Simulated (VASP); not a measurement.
## Hf: single point with revPBE+U

Crystal: Hf.

```xyz
2
Lattice="3.1967 0.0000 0.0000 -1.5983 2.7684 0.0000 0.0000 0.0000 5.0578" Properties=species:S:1:pos:R:3 pbc="T T T"
Hf    1.5984    0.9228    3.7934
Hf    0.0000    1.8456    1.2645
```

| Item | Value |
| --- | --- |
| Program | VASP 6.6.1 |
| Task | single point |
| Functional | revPBE |
| Potentials or basis | VASP PAW PBE potentials, release 64 (Hf_pv) |
| Cutoff | 520 eV |
| k mesh | 10 × 10 × 5 |
| Occupations | tetrahedron |
| Spin | no spin polarisation |
| Hubbard terms | Hf d U = 4.0 eV |

```
Pressure               : 15.7 GPa
Band gap on the k mesh : zero (band 10 reaches 7.13 eV, above the bottom of band 11 at 5.15 eV)
```

Stress tensor (GPa, compression positive):
```
15.75  0.00  0.00
 0.00 15.75  0.00
 0.00  0.00 15.61
```

Levels at points of the mesh, in eV from the Fermi level:
| k point | band 8 | band 9 | band 10 | band 11 | band 12 | band 13 |
| --- | --- | --- | --- | --- | --- | --- |
| (0.00, 0.00, 0.00) | -3.94 | -0.10 | 1.44 | 1.44 | 1.71 | 2.30 |
| (0.50, 0.00, 0.00) | -2.79 | -2.16 | -1.29 | 0.84 | 1.16 | 1.68 |

Eigenvalues of the final occupation matrices:
```csv
site,spin,trace,eigenvalues
site 1 d,1,0.69,0.12 0.12 0.15 0.15 0.16
site 1 d,2,0.69,0.12 0.12 0.15 0.15 0.16
site 2 d,1,0.69,0.12 0.12 0.15 0.15 0.16
site 2 d,2,0.69,0.12 0.12 0.15 0.15 0.16
```

Wall time 12 s on 1 thread of Intel(R) Xeon(R) Platinum 8375C CPU @ 2.90GHz (Ice Lake) (shared host), peak memory 0.17 GiB.

Caveat: the PAW data sets were made with another functional, which shifts forces and pressure a little; spin-orbit coupling is left out, which moves the levels of the heavy elements; U without spin polarisation on a metal has little footing; the U is typed as a test and isn't derived for this compound; tetrahedron occupations give inexact forces and stress in metals.
